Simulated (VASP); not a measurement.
LiBe: relaxation of cell and atoms with r2SCAN

LiBe:

```
CELL_PARAMETERS angstrom
0.00000 2.28500 2.28500
2.28500 0.00000 2.28500
2.28500 2.28500 0.00000
ATOMIC_POSITIONS crystal
Li 0.00000 0.00000 0.00000
Be 0.50000 0.50000 0.50000
```

| Property | Result |
| --- | --- |
| Program | VASP 6.6.1 |
| Task | relaxation of cell and atoms |
| Functional | r2SCAN |
| Potentials or basis | VASP PAW PBE potentials, release 64 (Li_sv, Be) |
| Cutoff | 830 eV |
| k mesh | 8 × 8 × 8 |
| Occupations | methfessel-paxton, width 0.1 eV |
| Spin | no spin polarisation |
| Target pressure | 20 GPa |
| Dipole correction | no |
| Further INCAR settings | ALGO = Normal; EDIFF = 1e-07; IBRION = 2; EDIFFG = -0.02; NSW = 80; ISIF = 3 |

* Relaxed volume: 9.18 Å³/atom
* Relaxed cell: a = 2.961 Å, b = 2.961 Å, c = 2.961 Å, α = 60.00°, β = 60.00°, γ = 60.00°
* Space group after relaxing (to 0.1 Å): Fm-3m (No. 225)
* Energy change on relaxing (the run minimises the enthalpy): +160.5 meV/atom
* Ionic steps: 4
* Pressure after relaxing: 20.0 GPa
* Band gap on the k mesh: zero (an odd number of electrons rules out a gap without spin polarisation)

The path:
```csv
step,energy change (eV),largest force (eV/Å),pressure (GPa),volume (Å³)
1,0.0000,0.0000,3.42,23.86
2,0.1708,0.0000,12.95,19.85
3,0.2742,0.0000,17.96,18.76
4,0.3211,0.0000,20.03,18.36
```

Final structure:
```
Li Be
1.0
     0.00000    2.09394    2.09394
     2.09394    0.00000    2.09394
     2.09394    2.09394    0.00000
Li Be
1 1
Direct
  0.00000 0.00000 0.00000
  0.50000 0.50000 0.50000
```

Levels at points of the mesh, in eV from the Fermi level:
```
           k point  band 1  band 2  band 3  band 4  band 5  band 6
(0.00, 0.00, 0.00)  -47.33   -8.04    8.64    8.64    8.64   15.73
(0.50, 0.00, 0.00)  -47.29   -4.14   -2.56    7.70    7.70   11.40
(0.50, 0.50, 0.00)  -47.28   -3.90    1.11    2.85    2.85    7.88
```

It took 110 s on 1 thread of Intel(R) Xeon(R) Platinum 8488C (Sapphire Rapids), on a shared host, peak memory 0.18 GiB.

Caveat: the cell is relaxed towards a set pressure, so the run minimises the enthalpy, not the energy; the volume moved by over 15 % at a fixed basis, so the end points are rough; the PAW data sets were made with another functional, which shifts forces and pressure a little.
